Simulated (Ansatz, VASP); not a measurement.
# One calculation of ZnS, two programs

INCAR

```
SYSTEM = ZnS
PREC     = Accurate       ! precision mode
ENCUT    = 520            ! plane-wave cutoff, eV
EDIFF    = 1E-6           ! SCF threshold, eV
ISMEAR   = 0              ! smearing method
SIGMA    = 0.05           ! smearing width, eV
LREAL    = .FALSE.        ! projectors in reciprocal space
LASPH    = .TRUE.         ! aspherical terms in the spheres
NELM     = 80             ! most SCF steps
ALGO     = Normal         ! electronic algorithm
ISIF     = 2              ! what is computed and relaxed
LWAVE    = .FALSE.        ! write WAVECAR
LCHARG   = .TRUE.         ! write CHGCAR
GGA      = PE             ! functional
LELF     = .TRUE.         ! ELF
LVHAR    = .TRUE.       
NBANDS   = 26             ! bands
```

The input KPOINTS:

```
Automatic mesh
0
G
  9 9 4
  0 0 0
```

File POSCAR:

```
ZnS
1.0
    3.8455587354      0.0000000000      0.0000000000
   -1.9227793677      3.3303515566      0.0000000000
    0.0000000000      0.0000000000      6.3037246812
Zn S
2 2
Direct
    0.3287723973      0.7255193123      0.0052003729
    0.6712276027      0.2744806877      0.5052003729
    0.3370190244      0.6191078612      0.3797996271
    0.6629809756      0.3808921388      0.8797996271
```

Input for Ansatz:

```yaml
crystal:
  lattice:
    - [3.8455587354, 0.0, 0.0]
    - [-1.9227793677, 3.3303515566, 0.0]
    - [0.0, 0.0, 6.3037246812]
  atoms:
    - { symbol: Zn, position: [0.3287723973, 0.7255193123, 0.0052003729] }
    - { symbol: Zn, position: [0.6712276027, 0.2744806877, 0.5052003729] }
    - { symbol: S, position: [0.3370190244, 0.6191078612, 0.3797996271] }
    - { symbol: S, position: [0.6629809756, 0.3808921388, 0.8797996271] }
basis:
  ecutwfc: 520.0
kpoints:
  mp_grid: { grid: [9, 9, 4] }
hamiltonian:
  xc: pbe
scf:
  occupations: { method: gaussian, width: 0.05 }
output:
  forces: true
  stress: true
  eigenvalues: true
  write_density: true
  write_potential: true
  elf: true
  volumetric_format: npy
```

Change from the starting cell: mode 4 frozen in at -0.131 Å and mode 5 at +0.196 Å (largest displacements).

Alike in both runs: task single point; functional PBE; k mesh 9 × 9 × 4; occupations gaussian, width 0.05 eV; no spin polarisation.

|  | VASP | Ansatz |
| --- | --- | --- |
| version | VASP 6.6.1 | Ansatz 0.2.0 |
| potentials or method | VASP PAW PBE potentials, release 64 (Zn, S), cutoff 520 eV | scalar-relativistic, plane waves, PAW |
| valence electrons in the cell | 36 | 36 |

```csv
,VASP,Ansatz,Ansatz less VASP
gap on the k mesh at the Fermi level (eV),1.97,1.97,-0.002
least direct gap on the mesh (eV),1.97,1.97,-0.002
pressure (GPa),-0.3,-0.4,-0.14
"traceless stress, the component that is largest in VASP (GPa)",0.68,0.67,-0.003
rms of the force components (eV/Å),0.145,0.146,+0.0008
```

Atom by atom the forces differ by 0.002 eV/Å (rms over components).
